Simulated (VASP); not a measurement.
A run of VASP 6.6.1 is set up as follows.

The input INCAR:

```
PREC = Accurate
ENCUT = 520
EDIFF = 1E-6
ISMEAR = 0
SIGMA = 0.1
LREAL = False
LASPH = True
NELM = 60
ALGO = Normal
ISIF = 2
LWAVE = False
LCHARG = True
GGA = PE
LELF = True
LVHAR = True
NBANDS = 75
```

The input KPOINTS:

```
regular mesh
0
Gamma
  6 6 4
```

POSCAR

```
Lu5F
1.0
    3.8094107000      0.0000000000      0.0000000000
   -1.9047053500      3.2990464400      0.0000000000
    0.0000000000      0.0000000000      6.7039392900
Lu F
5 1
Direct
    0.3333333300      0.6666666700      0.6544900200
    0.3333333300      0.6666666700      0.3455099800
    0.6666666700      0.3333333300      0.3455099800
    0.6666666700      0.3333333300      0.6544900200
    0.0000000000      0.0000000000      0.0000000000
    0.0000000000      0.0000000000      0.5000000000
```

Potentials or basis: VASP PAW PBE potentials, release 64 (Lu, F).

Launch:

```console
$ cat potpaw_PBE.64/Lu/POTCAR potpaw_PBE.64/F/POTCAR > POTCAR
$ mpirun -np 1 vasp_std > vasp.out
```

Question: What does it give for the largest force?

Answer: 14.834 eV/Å.

Question: What does it give for the pressure?

Answer: 138.1 GPa.

Question: Predict the band gap on the k mesh.

Answer: Zero (bands 66 and 67 overlap by 1.47 eV).

Stress tensor (GPa, compression positive):
```
134.60   0.00   0.00
  0.00 134.60   0.00
  0.00   0.00 144.98
```

Caveat: atoms lie so close that the PAW spheres overlap strongly, which falsifies energies and pressures; the cell stands under pressure; spin-orbit coupling is left out, which moves the levels of the heavy elements; forces of over 1 eV/Å act on the atoms, so gaps and moduli don't describe the material at rest.
